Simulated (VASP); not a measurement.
# Co3C in VASP: further runs

The runs below take Co3C through single point, with PBEsol.

Everything below comes from runs of VASP 6.6.1. Logs are shortened: lines on timing, memory, paths and dates and some standing lists are left out, and cuts for length are marked.

### Step 1. The cell of the first run

The cell holds a slab with vacuum, 4 atoms: a = 2.456 Å, b = 2.456 Å, c = 22.969 Å, α = 90.00°, β = 90.00°, γ = 120.00°.

### Step 2. Single point, PBEsol, collinear spin, ferromagnetic start

File INCAR:

```
SYSTEM = Co3C
  ALGO = Normal
  DIPOL = 0.5 0.5 0.496
  EDIFF = 1E-6
  ENCUT = 520
  GGA = PS
  IDIPOL = 3
  ISIF = 2
  ISMEAR = 0
  ISPIN = 2
  LASPH = .TRUE.
  LCHARG = .FALSE.
  LDIPOL = .TRUE.
  LMAXMIX = 4
  LORBIT = 11
  LREAL = .FALSE.
  LWAVE = .FALSE.
  MAGMOM = 1.94 1.89 1.94 2
  NBANDS = 28
  NELM = 150
  PREC = Accurate
  SIGMA = 0.1
```

File KPOINTS:

```
k-points
0
G
  12 12 1
  0 0 0
```

File POSCAR:

```
Co3C
1.0
    2.4564223054      0.0000000000      0.0000000000
   -1.2282111527      2.1273241189      0.0000000000
    0.0000000000      0.0000000000     22.9694136133
Co C
3 1
Direct
    0.3333333333      0.6666666667      0.3700573355
    0.6666666667      0.3333333333      0.4531468571
    0.3333333333      0.6666666667      0.5443902099
    0.3333333333      0.6666666667      0.6160167173
```

Potentials or basis: VASP PAW PBE potentials, release 64 (Co, C).

Launch:

```console
cat potpaw_PBE.64/Co/POTCAR potpaw_PBE.64/C/POTCAR > POTCAR
mpirun -np 1 vasp_std > vasp.out
```

OUTCAR:

```text
SYSTEM = Co3C
   EDIFF = 1E-6
   ENCUT = 520
   GGA = PS
   ISIF = 2
   ISMEAR = 0
   ISPIN = 2
   LASPH = .TRUE.
   LORBIT = 11
   LREAL = .FALSE.
   NELM = 150
   PREC = Accurate

 ion  position               nearest neighbor table
   1  0.333  0.667  0.370-   2 2.38   2 2.38   2 2.38
   2  0.667  0.333  0.453-   1 2.38   1 2.38   1 2.38   3 2.53   3 2.53   3 2.53
   3  0.333  0.667  0.544-   4 1.65   2 2.53   2 2.53   2 2.53
   4  0.333  0.667  0.616-   3 1.65

  LATTYP: Found a hexagonal cell.
 ALAT       =     2.4564223054
 C/A-ratio  =     9.3507592578

  Lattice vectors:

 A1 = (   2.4564223054,   0.0000000000,   0.0000000000)
 A2 = (  -1.2282111527,   2.1273241189,   0.0000000000)
 A3 = (   0.0000000000,   0.0000000000,  22.9694136133)

Analysis of symmetry for initial positions (statically):
=====================================================================
 Subroutine PRICEL returns:
 Original cell was already a primitive cell.

 Routine SETGRP: Setting up the symmetry group for a
 hexagonal supercell.

 Subroutine GETGRP returns: Found  6 space group operations
 (whereof  6 operations were pure point group operations)
 out of a pool of 24 trial point group operations.

The static configuration has the point symmetry C_3v.

Analysis of symmetry for dynamics (positions and initial velocities):
=====================================================================
 Subroutine PRICEL returns:
 Original cell was already a primitive cell.

 Routine SETGRP: Setting up the symmetry group for a
 hexagonal supercell.

 Subroutine GETGRP returns: Found  6 space group operations
 (whereof  6 operations were pure point group operations)
 out of a pool of 24 trial point group operations.

The dynamic configuration has the point symmetry C_3v.

Analysis of structural, dynamic, and magnetic symmetry:
=====================================================================
 Subroutine PRICEL returns:
 Original cell was already a primitive cell.

 Routine SETGRP: Setting up the symmetry group for a
 hexagonal supercell.

 Subroutine GETGRP returns: Found  6 space group operations
 (whereof  6 operations were pure point group operations)
 out of a pool of 24 trial point group operations.

The overall configuration has the point symmetry C_3v.

 Subroutine INISYM returns: Found  6 space group operations
 (whereof  6 operations are pure point group operations),
 and found     1 'primitive' translations

----------------------------------------------------------------------------------------

                                     Primitive cell

  volume of cell :     120.0291

  direct lattice vectors                    reciprocal lattice vectors
     2.456422305  0.000000000  0.000000000     0.407096124  0.235037057  0.000000000
    -1.228211153  2.127324119  0.000000000     0.000000000  0.470074114  0.000000000
     0.000000000  0.000000000 22.969413613     0.000000000  0.000000000  0.043536157

  length of vectors
     2.456422305  2.456422305 22.969413613     0.470074114  0.470074114  0.043536157

  position of ions in fractional coordinates (direct lattice)
     0.333333333  0.666666667  0.370057336
     0.666666667  0.333333333  0.453146857
     0.333333333  0.666666667  0.544390210
     0.333333333  0.666666667  0.616016717

  ion indices of the primitive-cell ions
   primitive index   ion index
                 1           1
                 2           2
                 3           3
                 4           4

----------------------------------------------------------------------------------------

 KPOINTS: k-points

Automatic generation of k-mesh.
 Grid dimensions read from file:
 generate k-points for:   12   12    1

 Generating k-lattice:

  Cartesian coordinates                     Fractional coordinates (reciprocal lattice)
     0.033924677  0.019586421  0.000000000     0.083333333  0.000000000  0.000000000
     0.000000000  0.039172843  0.000000000     0.000000000  0.083333333  0.000000000
     0.000000000  0.000000000  0.043536157     0.000000000  0.000000000  1.000000000

  Length of vectors
     0.039172843  0.039172843  0.043536157

  Shift w.r.t. Gamma in fractional coordinates (k-lattice)
     0.000000000  0.000000000  0.000000000

 Subroutine IBZKPT returns following result:
 ===========================================

 Found     19 irreducible k-points:

 Following reciprocal coordinates:
            Coordinates               Weight
  0.000000  0.000000  0.000000      1.000000
  0.083333  0.000000  0.000000      6.000000
  0.166667  0.000000  0.000000      6.000000
  0.250000  0.000000  0.000000      6.000000
  0.333333 -0.000000  0.000000      6.000000
  0.416667  0.000000  0.000000      6.000000
[... 11 lines left out ...]
  0.333333  0.250000  0.000000     12.000000
  0.333333  0.333333  0.000000      2.000000
   k-points           NKPTS =     19   k-points in BZ     NKDIM =     19   number of bands    NBANDS=     28
   number of dos      NEDOS =    301   number of ions     NIONS =      4
   total plane-waves  NPLWV =  58320
   dimension x,y,z NGX =    18 NGY =   18 NGZ =  180
   dimension x,y,z NGXF=    36 NGYF=   36 NGZF=  360
   ions per type =               3   1
   NGX,Y,Z   is equivalent  to a cutoff of  12.18, 12.18, 13.03 a.u.
   NGXF,Y,Z  is equivalent  to a cutoff of  24.36, 24.36, 26.06 a.u.
 SYSTEM =  Co3C
   PREC   = accura    normal or accurate (medium, high low for compatibility)
   ISTART =      0    job   : 0-new  1-cont  2-samecut
   ICHARG =      2    charge: 1-file 2-atom 10-const
   ISPIN  =      2    spin polarized calculation?
   LNONCOLLINEAR =      F non collinear calculations
   LSORBIT =      F    spin-orbit coupling
   LASPH  =      T    aspherical Exc in radial PAW
   ENCUT  =  520.0 eV  38.22 Ry    6.18 a.u.   4.57  4.57 42.71*2*pi/ulx,y,z
   NELM   =    150;   NELMIN=  2; NELMDL= -5     # of ELM steps
   EDIFF  = 0.1E-05   stopping-criterion for ELM
   LREAL  =      F    real-space projection
[... 7 lines left out ...]
   TEBEG  =    0.0;   TEEND  =   0.0 temperature during run
   PSTRESS=    0.0 pullay stress
   NELECT =      31.0000    total number of electrons
   NUPDOWN=      -1.0000    fix difference up-down
   EMIN   =  10.00;   EMAX   =-10.00  energy-range for DOS
   EFERMI =   0.00;   METHOD = LEGACY
   ISMEAR =     0;   SIGMA  =   0.10  broadening in eV -4-tet -1-fermi 0-gaus
   EFERMI_NEDOS =   21; number of points for ismear=-14 and -15
   IALGO  =     38    algorithm
   IMIX   =      4    mixing-type and parameters
     AMIX     =   0.40;   BMIX     =  1.00
     AMIX_MAG =   1.60;   BMIX_MAG =  1.00
  volume/ion in A,a.u.               =      30.01       202.50
  Fermi-wavevector in a.u.,A,eV,Ry     =   1.042557  1.970147 14.788517  1.086925
  Thomas-Fermi vector in A             =   2.177228
   LORBIT       =     11    0 simple, 1 ext, 2 COOP (PROOUT), +10 PAW based schemes
   GGA     = PS    functional components
   LHFCALC =     F    Hartree Fock is set to
   AEXX    =    0.0000 exact exchange contribution
   IVDW    =     0    specifies the selected vdW correction
   LEPSILON=     F    determine dielectric tensor
   LRPA    =     F    only Hartree local field effects (RPA)
 spin polarized calculation
 Gauss-broadening in eV      SIGMA  =   0.10
  energy-cutoff  :      520.00
  volume of cell :      120.03
 maximum number of plane-waves:      3288
   NGX =  9   NGY =  9   NGZ = 85

 dipolmoment           0.000000      0.000000     -0.024112 electrons x Angstroem

 number of electron      30.9999987 magnetization       3.9343619

 dipolmoment           0.000000      0.000000      0.051773 electrons x Angstroem

 Free energy of the ion-electron system (eV)
  ---------------------------------------------------
  ext. energy  EPLUGINS =         0.00000000
  ---------------------------------------------------
  free energy    TOTEN  =       -27.84325415 eV

  energy without entropy =      -27.83013372  energy(sigma->0) =      -27.83669394

 E-fermi :  -0.8765     XC(G=0):  -5.1614

 val. band max:       -0.8864588315   @ k =   0.0000   0.0000   0.0000
 cond. band min:      -0.8364234158   @ k =   0.1667   0.1667   0.0000
 fundamental gap:      0.0500354157
 Fermi energy:        -0.8764619910

 spin component 1

 k-point     1 :       0.0000    0.0000    0.0000
  band No.  band energies     occupation
      1     -13.7873      1.00000
      2      -9.2020      1.00000
      3      -7.0760      1.00000
      4      -6.1901      1.00000
      5      -4.7102      1.00000
      6      -3.5937      1.00000
[... 19 lines left out ...]
     26       6.6465      0.00000
     27       8.0438      0.00000

 k-point     2 :       0.0833    0.0000    0.0000
  band No.  band energies     occupation
      1     -13.6124      1.00000
      2      -8.9630      1.00000
      3      -6.8598      1.00000
      4      -6.0188      1.00000
      5      -4.6690      1.00000
      6      -3.6975      1.00000
[... 19 lines left out ...]
     26       6.8363      0.00000
     27       8.2295      0.00000

 k-point     3 :       0.1667    0.0000    0.0000
  band No.  band energies     occupation
      1     -13.0961      1.00000
      2      -8.2833      1.00000
      3      -6.2846      1.00000
      4      -5.5919      1.00000
      5      -4.6266      1.00000
      6      -3.9699      1.00000
[... 443 lines left out ...]
  band No.  band energies     occupation
      1      -8.8567      1.00000
      2      -5.7329      1.00000
      3      -5.2717      1.00000
      4      -4.8776      1.00000
      5      -4.8126      1.00000
      6      -4.4586      1.00000
[... 19 lines left out ...]
     26       9.9517      0.00000
     27      10.6908      0.00000

 k-point    19 :       0.3333    0.3333    0.0000
  band No.  band energies     occupation
      1      -8.5433      1.00000
      2      -5.2973      1.00000
      3      -5.1590      1.00000
      4      -5.0310      1.00000
      5      -4.7722      1.00000
      6      -4.6192      1.00000
[... 19 lines left out ...]
     26       9.5377      0.00000
     27      10.8981      0.00000
 Fermi energy:        -0.8764619910

 spin component 2

 k-point     1 :       0.0000    0.0000    0.0000
  band No.  band energies     occupation
      1     -13.8034      1.00000
      2      -9.1268      1.00000
      3      -6.9086      1.00000
      4      -5.5639      1.00000
      5      -4.4186      1.00000
      6      -2.2968      1.00000
[... 19 lines left out ...]
     26       6.6521      0.00000
     27       7.9958      0.00000

 k-point     2 :       0.0833    0.0000    0.0000
  band No.  band energies     occupation
      1     -13.6282      1.00000
      2      -8.8865      1.00000
      3      -6.6875      1.00000
      4      -5.3786      1.00000
      5      -4.3325      1.00000
      6      -2.5613      1.00000
[... 19 lines left out ...]
     26       6.8487      0.00000
     27       8.2148      0.00000

 k-point     3 :       0.1667    0.0000    0.0000
  band No.  band energies     occupation
      1     -13.1108      1.00000
      2      -8.1960      1.00000
      3      -6.0783      1.00000
      4      -4.9229      1.00000
      5      -4.0847      1.00000
      6      -2.9738      1.00000
[... 443 lines left out ...]
  band No.  band energies     occupation
      1      -8.8381      1.00000
      2      -5.4600      1.00000
      3      -4.2001      1.00000
      4      -4.0354      1.00000
      5      -3.9287      1.00000
      6      -3.7291      1.00000
[... 19 lines left out ...]
     26      10.3588      0.00000
     27      11.0777      0.00000

 k-point    19 :       0.3333    0.3333    0.0000
  band No.  band energies     occupation
      1      -8.5178      1.00000
      2      -4.8944      1.00000
      3      -4.8590      1.00000
      4      -3.9415      1.00000
      5      -3.8030      1.00000
      6      -3.6343      1.00000
[... 19 lines left out ...]
     26       9.9241      0.00000
     27      11.3248      0.00000
 [bands above 27 left out]

------------------------ aborting loop because EDIFF is reached ----------------------------------------

 vacuum level on the upper side and lower side of the slab       (xc-potential included)         0.792        -0.951

  FORCE on cell =-STRESS in cart. coord.  units (eV):
  Direction    XX          YY          ZZ          XY          YZ          ZX
  --------------------------------------------------------------------------------------
  -------------------------------------------------------------------------------------
  Total       -1.1213261     -1.1213261      0.4617530     -0.0000000     -0.0000000      0.0000000
  in kB      -14.9677290    -14.9677290      6.1635891     -0.0000000     -0.0000000      0.0000000
  external PRESSURE =      -7.9239563 kB  Pullay stress =       0.0000000 kB

 VOLUME and BASIS-vectors are now :
 -----------------------------------------------------------------------------
  energy-cutoff  :      520.00
  volume of cell :      120.03
      direct lattice vectors                 reciprocal lattice vectors
     2.456422305  0.000000000  0.000000000     0.407096124  0.235037057  0.000000000
    -1.228211153  2.127324119  0.000000000     0.000000000  0.470074114  0.000000000
     0.000000000  0.000000000 22.969413613     0.000000000  0.000000000  0.043536157

 POSITION                                       TOTAL-FORCE (eV/Angst)
 -----------------------------------------------------------------------------------
     -0.00000      1.41822      8.50000         0.000000      0.000000      0.036289
      1.22821      0.70911     10.40852         0.000000      0.000000     -0.006404
     -0.00000      1.41822     12.50432         0.000000     -0.000000     -0.394792
     -0.00000      1.41822     14.14954        -0.000000      0.000000      0.364907
 -----------------------------------------------------------------------------------
    total drift:                                0.000000      0.000000     -0.001013

  FREE ENERGIE OF THE ION-ELECTRON SYSTEM (eV)
  ---------------------------------------------------
  free  energy   TOTEN  =       -27.8432541546 eV

  energy  without entropy=      -27.8301337156  energy(sigma->0) =      -27.83669394

 vacuum level on the upper side and lower side of the slab         6.068         4.283

 total charge

# of ion       s       p       d       tot
------------------------------------------
    1        0.501   0.449   7.268   8.219
    2        0.508   0.552   7.294   8.354
    3        0.561   0.650   7.495   8.706
    4        1.037   1.109   0.000   2.146
--------------------------------------------------
tot          2.606   2.760  22.057  27.424

 magnetization (x)

# of ion       s       p       d       tot
------------------------------------------
    1       -0.014  -0.043   1.713   1.656
    2       -0.013  -0.043   1.662   1.606
    3       -0.007  -0.027   0.754   0.719
    4       -0.002  -0.033   0.000  -0.035
--------------------------------------------------
tot         -0.036  -0.146   4.128   3.946
```

It took 13 min on 1 thread of AMD EPYC 7R13, shared host; peak memory 0.29 GiB.

Results:

* Free energy: -27.8433 eV
* Largest force: 0.395 eV/Å
* Net moment: 3.93 μB per cell
* Site moments: Co +1.66, +1.61, +0.72; C -0.04 μB
* Valence electrons inside the program's atomic spheres: Co 8.22, 8.35, 8.71; C 2.15

Forces in eV/Å, atoms in the order of the input:
```
Co   0.000  0.000  0.036
Co   0.000  0.000 -0.006
Co   0.000  0.000 -0.395
C    0.000  0.000  0.365
```

Caveat: the PAW data sets were made with another functional, which shifts forces and pressure a little.

### Step 3. Single point, PBEsol, collinear spin, ferromagnetic start

File INCAR:

```
  ALGO = Normal
  DIPOL = 0.5 0.5 0.491
  EDIFF = 1E-6
  ENCUT = 520
  GGA = PS
  IDIPOL = 3
  ISIF = 2
  ISMEAR = 0
  ISPIN = 2
  LASPH = T
  LCHARG = F
  LDIPOL = T
  LMAXMIX = 4
  LORBIT = 11
  LREAL = F
  LWAVE = F
  MAGMOM = 1.94 1.89 1.94 2
  NBANDS = 28
  NELM = 150
  PREC = Accurate
  SIGMA = 0.1
```

File KPOINTS:

```
k-points
0
Gamma
  12 12 1
```

File POSCAR:

```
Co3C
1.0
    2.4564223054      0.0000000000      0.0000000000
   -1.2282111527      2.1273241189      0.0000000000
    0.0000000000      0.0000000000     22.9694136133
Co C
3 1
Direct
    0.3333333333      0.6666666667      0.3700573355
    0.6666666667      0.3333333333      0.4532728312
    0.3333333333      0.6666666667      0.5470131610
    0.0000000000      0.0000000000      0.5935272389
```

Potentials or basis: VASP PAW PBE potentials, release 64 (Co, C).

Launch:

```console
cat potpaw_PBE.64/Co/POTCAR potpaw_PBE.64/C/POTCAR > POTCAR
mpirun -np 1 vasp_std > vasp.out
```

It took 14 min on 1 thread of AMD EPYC 7R13, shared host; peak memory 0.29 GiB.

Results (log left out):

| Item | Value |
| --- | --- |
| Free energy | -28.9629 eV |
| Largest force | 0.168 eV/Å |
| Net moment | 3.75 μB per cell |
| Site moments | Co +1.67, +1.68, +0.30; C +0.07 μB |
| Valence electrons inside the program's atomic spheres | Co 8.22, 8.33, 9.09; C 2.31 |

Forces on the atoms (eV/Å):
```
Co   0.000  0.000  0.031
Co   0.000  0.000 -0.015
Co   0.000  0.000 -0.168
C    0.000  0.000  0.152
```

Levels at points of the mesh, in eV from the Fermi level:
Spin up:
```csv
k point,band 15,band 16,band 17,band 18,band 19,band 20
"(0.00, 0.00, 0.00)",-1.48,-1.48,-0.87,-0.87,-0.54,0.41
"(0.50, 0.00, 0.00)",-0.46,-0.46,-0.38,0.61,1.39,2.90
```
Spin down:
```csv
k point,band 10,band 11,band 12,band 13,band 14,band 15,band 16,band 17
"(0.00, 0.00, 0.00)",-1.12,-0.95,-0.95,-0.85,-0.85,-0.20,0.36,0.36
"(0.50, 0.00, 0.00)",-0.81,-0.68,-0.16,-0.01,0.83,0.86,0.96,1.27
```

Caveat: the PAW data sets were made with another functional, which shifts forces and pressure a little.
